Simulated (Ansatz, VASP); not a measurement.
# Re in VASP and in Ansatz

```xyz
1
Lattice="-1.5752 1.5752 1.5752 1.5752 -1.5752 1.5752 1.5752 1.5752 -1.5752" Properties=species:S:1:pos:R:3 pbc="T T T"
Re    0.0000    0.0000    0.0000
```

Alike in both runs: task single point; functional PBE; k mesh 8 × 8 × 8; occupations gaussian, width 0.05 eV; no spin polarisation.

```csv
,VASP,Ansatz
version,VASP 6.6.1,Ansatz 0.2.0
potentials or method,"VASP PAW PBE potentials, release 64 (Re), cutoff 600 eV","scalar-relativistic, plane waves, PAW"
valence electrons in the cell,7,15
```

```tsv
	VASP	Ansatz	Ansatz less VASP
pressure (GPa)	-12.2	-11.7	+0.51
```

The functional is the same, so the differences come from potentials, cutoffs and numerics. VASP's potentials hold 7 valence electrons a cell and Ansatz's 15, so a difference there can come from the potentials and not from the codes.

Spin-orbit coupling is off throughout.
